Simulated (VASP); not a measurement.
Set up this calculation in VASP 6.6.1, as the native input.

| Property | Result |
| --- | --- |
| Task | relaxation of cell and atoms |
| Functional | PBE |
| Potentials or basis | VASP PAW PBE potentials, release 64 (Hg) |
| Cutoff | 600 eV |
| k mesh | 15 × 15 × 15 |
| Occupations | gaussian, width 0.1 eV |
| Spin | no spin polarisation |
| Dipole correction | no |
| Further INCAR settings | ALGO = Fast; EDIFF = 1e-06; IBRION = 2; EDIFFG = -0.005; NSW = 100; ISIF = 3 |

The structure of Hg lies in POSCAR:

```
Hg
1.0
    2.0208721189      1.1667510618      2.0741554266
   -2.0208721189      1.1667510618      2.0741554266
    0.0000000000     -2.3335021236      2.0741554266
Hg
1
Direct
    0.0000000000      0.0000000000      0.0000000000
```

The input as run:

INCAR

```
PREC = Accurate
ENCUT = 600
EDIFF = 1E-6
ISMEAR = 0
SIGMA = 0.1
LREAL = F
LASPH = T
NELM = 60
ALGO = Fast
ISIF = 3
LWAVE = F
LCHARG = F
GGA = PE
IBRION = 2
NSW = 100
EDIFFG = -0.005
```

KPOINTS

```
regular mesh
0
Gamma
  15 15 15
```

Potentials or basis: VASP PAW PBE potentials, release 64 (Hg).

Run with:

```console
$ cat potpaw_PBE.64/Hg/POTCAR > POTCAR
$ mpirun -np 1 vasp_std > vasp.out
```

Results of the run:

```
Relaxed volume                        : 29.83 Å³/atom
Relaxed cell                          : a = 3.140 Å, b = 3.140 Å, c = 3.140 Å, α = 80.59°, β = 80.59°, γ = 80.59°
Space group after relaxing (to 0.1 Å) : R-3m (No. 166)
Energy gained by relaxing             : 0.2 meV/atom
Ionic steps                           : 5
Pressure after relaxing               : 0.0 GPa
Band gap on the k mesh                : zero (bands 6 and 7 overlap by 2.86 eV)
```

Caveat: spin-orbit coupling is left out, which moves the levels of the heavy elements.

Run time: 120 s on 1 thread of Intel(R) Xeon(R) 6975P-C (Granite Rapids), on a shared host, peak memory 0.27 GiB.
